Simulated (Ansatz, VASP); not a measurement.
**RbBr: VASP beside Ansatz**

```
CELL_PARAMETERS angstrom
0.00000 3.42750 3.42750
3.42750 0.00000 3.42750
3.42750 3.42750 0.00000
ATOMIC_POSITIONS crystal
Rb 0.00000 0.00000 0.00000
Br 0.50000 0.50000 0.50000
```

Alike in both runs: task electric field gradients; functional PBEsol; k mesh 7 × 7 × 7; occupations fermi-dirac, width 0.03 eV; no spin polarisation.

```csv
,VASP,Ansatz
version,VASP 6.6.1,Ansatz 0.2.0
potentials or method,"VASP PAW PBE potentials, release 64 (Rb_sv, Br)","PAW with Ansatz's default frozen-core files, scalar-relativistic"
plane-wave cutoff (eV),520,420
valence electrons in the cell,16,16
```

```csv
,VASP,Ansatz,Ansatz less VASP
gap on the k mesh at the Fermi level (eV),4.21,4.21,+0.002
pressure (GPa),0.0,-0.1,-0.04
```

VASP's potentials were made for PBE, not for PBEsol.
